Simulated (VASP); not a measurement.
Wanted: the native input for a VASP 6.6.1 run.

| Quantity | Value |
| --- | --- |
| Task | single point |
| Functional | PBE |
| Potentials or basis | VASP PAW PBE potentials, release 64 (C, Ti_sv, N) |
| Cutoff | 520 eV |
| k mesh | 1 × 1 × 1, shifted |
| Occupations | fermi-dirac, width 0.2482 eV |
| Spin | no spin polarisation |
| Dipole correction | no |
| Further INCAR settings | LREAL = Auto; ALGO = Normal; EDIFF = 1e-06; NBANDS = 92; ISYM = 0 |

The structure of Ti7C8N7 lies in POSCAR:

```
Ti7C8N7
1.0
    6.0763510000      0.0252470000     -0.0498070000
    0.0252470000      5.7832080000     -0.0553630000
   -0.0498070000     -0.0553630000      6.0055170000
C Ti N
8 7 7
Direct
    0.7157541297      0.4848001656      0.6489865165
    0.9905762147      0.3432442460      0.4615347289
    0.7427746857      0.7138392858      0.1779871180
    0.9338510556      0.0981766197      0.8839613095
    0.3328090218      0.1929330673      0.3261472030
    0.1475438118      0.5245172015      0.4887761637
    0.3272605454      0.4324121804      0.3442900089
    0.1298780867      1.1266820875      0.4020355514
    0.9877694420      0.5493497013      0.1601033650
    0.1570600000      0.7834003605      0.7500591675
    0.5858606494      0.8387336027      0.9058054069
    0.7582615736      0.9570631476      0.4583581432
    0.2972475762      0.2840315385      0.7470345764
    0.5914401958      0.3291494764      0.1277383053
    0.3154532796      0.8325203553      0.2930409831
    0.7734291859      0.3149884149      0.5146810659
    0.4917862830      0.8807078706      0.6057643379
    0.2261078281      0.5355302691     -0.0724584886
    0.9124431384      0.2417483725      1.0517236019
    0.5812572798      0.4162389515      0.7997477850
    0.8396675086      0.7010668819      0.7043456018
    0.3735280784      1.0082537492      0.0738871050
```

One way to write it, as run:

INCAR

```
SYSTEM = Ti7C8N7
PREC = Accurate ; ENCUT = 520
EDIFF = 1E-6 ; ISMEAR = -1
SIGMA = 0.2482 ; LREAL = Auto
LASPH = .True. ; NELM = 80
ALGO = Normal ; ISIF = 2
LWAVE = .False. ; LCHARG = .True.
GGA = PE ; LELF = .True.
LVHAR = .True. ; ISYM = 0
NBANDS = 92
```

KPOINTS

```
Automatic mesh
0
Gamma
  1 1 1
  0.25 0.25 0.25
```

Potentials or basis: VASP PAW PBE potentials, release 64 (C, Ti_sv, N).

Launch:

```sh
$ cat potpaw_PBE.64/C/POTCAR potpaw_PBE.64/Ti_sv/POTCAR potpaw_PBE.64/N/POTCAR > POTCAR
$ mpirun -np 1 vasp_std > vasp.out
```

Results of the run:

The pressure is 15.0 GPa, the largest force is 7.358 eV/Å and the band gap on the k mesh is zero (an odd number of electrons rules out a gap without spin polarisation).

Caveat: the k points lie up to 1.09 Å⁻¹ apart, too coarse for converged energies and pressures of a metal; the atoms stand as in a frame of molecular dynamics; an odd number of electrons without spin polarisation forces a metal; a magnetic or distorted state may lie lower.

It took 2.5 min on 1 thread of Intel Xeon 8259CL, with other jobs on the host, peak memory 0.32 GiB.
